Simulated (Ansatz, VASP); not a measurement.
# Two plane-wave programs on MgS

```
S Mg
1.0
     0.00000    2.60165    2.60165
     2.60165    0.00000    2.60165
     2.60165    2.60165    0.00000
S Mg
1 1
Cartesian
  2.6016 2.6016 2.6016
  0.0000 0.0000 0.0000
```

Alike in both runs: task single point; functional PBE; k mesh 9 × 9 × 9; occupations gaussian, width 0.02 eV; no spin polarisation.

```csv
,VASP,Ansatz
version,VASP 6.6.1,Ansatz 0.2.0
potentials or method,"VASP PAW PBE potentials, release 64 (S, Mg)",Ansatz PAW
plane-wave cutoff (eV),520,420
valence electrons in the cell,8,16
```

|  | VASP | Ansatz | Ansatz less VASP |
| --- | --- | --- | --- |
| gap on the k mesh at the Fermi level (eV) | 2.91 | 2.92 | +0.014 |
| least direct gap on the mesh (eV) | 3.71 | 3.72 | +0.012 |
| pressure (GPa) | 0.9 | 1.2 | +0.30 |

VASP's potentials hold 8 valence electrons a cell and Ansatz's 16, so a difference there can come from the potentials and not from the codes.

Noted on Ansatz's run: odd divisions of the mesh miss points on the zone boundary, where band edges often lie, so the gap on the mesh can be too wide.
